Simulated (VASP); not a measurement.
Runs of VASP 6.6.1 on GaN. The structure is that of space group F-43m (No. 216), or close to it. The cells are those of the table. 

| cell | gap on the mesh (eV) | pressure (GPa) |
| --- | --- | --- |
| a = 3.229, b = 3.229, c = 3.107 Å, angles 61.2, 61.2, 57.5°, 2 atoms | 1.58 | 5.1 |
| a = 3.028 Å, angles 60.0°, 2 atoms | (a) | (c) |
| a = 3.227, b = 3.227, c = 3.187 Å, angles 60.4, 60.4, 59.2°, 2 atoms | 1.52 | 0.5 |
| a = 3.227, b = 3.227, c = 3.267 Å, angles 59.6, 59.6, 60.8°, 2 atoms | 1.33 | -3.5 |
| a = 3.307, b = 3.307, c = 3.267 Å, angles 60.4, 60.4, 59.2°, 2 atoms | (b) | -10.2 |
| a = 3.188, b = 3.188, c = 3.107 Å, angles 60.8, 60.8, 58.3°, 2 atoms | 1.80 | 10.2 |
| a = 3.346 Å, angles 60.0°, 2 atoms | 0.79 | -15.4 |
| a = 3.068, b = 3.068, c = 3.028 Å, angles 60.4, 60.4, 59.1°, 2 atoms | 2.50 | 37.3 |
| a = 3.068, b = 3.068, c = 3.107 Å, angles 59.6, 59.6, 60.9°, 2 atoms | 2.30 | 29.3 |
| a = 3.107 Å, angles 60.0°, 2 atoms | 2.22 | 22.2 |
| a = 3.108, b = 3.108, c = 3.028 Å, angles 60.9, 60.9, 58.3°, 2 atoms | 2.29 | 29.4 |
| a = 3.307, b = 3.307, c = 3.346 Å, angles 59.6, 59.6, 60.8°, 2 atoms | 0.87 | -13.0 |

Alike in all rows: task single point; level PBE; potentials or basis VASP PAW PBE potentials, release 64 (Ga_d, N); no spin polarisation; k mesh 10 × 10 × 10; cutoff (eV) 520; smearing gaussian 0.05 eV.

Question: Estimate the missing entries.

Answer: (a) 2.71; (b) 1.05; (c) 46.1.

A k mesh can miss the band edges, and the runs leave out spin-orbit coupling on Ga.
